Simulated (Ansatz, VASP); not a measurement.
One calculation of BaZrO3, two programs

```
Ba Zr O
1.0
     4.11907    0.00000    0.00000
     0.00000    4.11907    0.00000
     0.00000    0.00000    4.11907
Ba Zr O
1 1 3
Direct
  0.00000 0.00000 0.00000
  0.50000 0.50000 0.50000
  0.00000 0.50000 0.50000
  0.50000 0.00000 0.50000
  0.50000 0.50000 0.00000
```

Alike in both runs: functional r2SCAN; k mesh 8 × 8 × 8; occupations fermi-dirac, width 0.02 eV; no spin polarisation.

Ansatz relaxed the structure, and its values are those at the end. VASP's run is a single point on that final structure, the one shown.

|  | VASP | Ansatz |
| --- | --- | --- |
| version | VASP 6.6.1 | Ansatz 0.2.0 |
| potentials or method | VASP PAW PBE potentials, release 64 (Ba_sv, Zr_sv, O), cutoff 520 eV | PAW plane waves |
| valence electrons in the cell | 40 | 40 |

|  | VASP | Ansatz | Ansatz less VASP |
| --- | --- | --- | --- |
| gap on the k mesh at the Fermi level (eV) | 3.83 | 3.90 | +0.068 |
| pressure (GPa) | 12.9 | 11.5 | -1.39 |

VASP's potentials were made for PBE, not for r2SCAN. Ansatz's warnings: stress scf threshold loose.

Spin-orbit coupling is off throughout.
